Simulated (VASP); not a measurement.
A run of VASP 6.6.1:

Contents of POSCAR:

```
Si
1.0
    0.0000000000      2.8309895551      2.6132211277
    2.8309895551      0.0000000000      2.6132211277
    2.8309895551      2.8309895551      0.0000000000
Si
2
Direct
    0.5000000000      0.5000000000      0.5000000000
    0.7500000000      0.7500000000      0.7500000000
```

INCAR.step1

```
SYSTEM = Si
PREC = Accurate ; ENCUT = 520
ISMEAR = 0 ; SIGMA = 0.05
LREAL = .FALSE. ; LASPH = .TRUE.
NELM = 80 ; NBANDS = 11
GGA = PE ; ALGO = Normal
EDIFF = 1E-4 ; LWAVE = .TRUE.
LCHARG = .FALSE.
```

File INCAR.step2:

```
SYSTEM = Si
PREC = Accurate ; ENCUT = 520
EDIFF = 1E-6 ; ISMEAR = 0
SIGMA = 0.05 ; LREAL = .FALSE.
LASPH = .TRUE. ; NELM = 80
ALGO = Normal ; ISIF = 2
LWAVE = .FALSE. ; LCHARG = .TRUE.
METAGGA = R2SCAN ; LMIXTAU = .TRUE.
LELF = .TRUE. ; LVHAR = .TRUE.
NBANDS = 11 ; ISTART = 1
```

KPOINTS

```
regular mesh
0
G
  8 8 8
  0 0 0
```

Potentials or basis: VASP PAW PBE potentials, release 64 (Si).

Run with:

```console
$ cat potpaw_PBE.64/Si/POTCAR > POTCAR
$ cp INCAR.step1 INCAR
$ mpirun -np 1 vasp_std > vasp.out
$ cp INCAR.step2 INCAR
$ mpirun -np 1 vasp_std > vasp.out
```

Hardware: 1 thread of Intel(R) Xeon(R) Platinum 8559C (Emerald Rapids), with other jobs on the host.

Q: Estimate the wall time of this run.

A: Run time: 50 s on 1 thread of Intel(R) Xeon(R) Platinum 8559C (Emerald Rapids), with other jobs on the host, peak memory 0.17 GiB. Counts: k points 59.
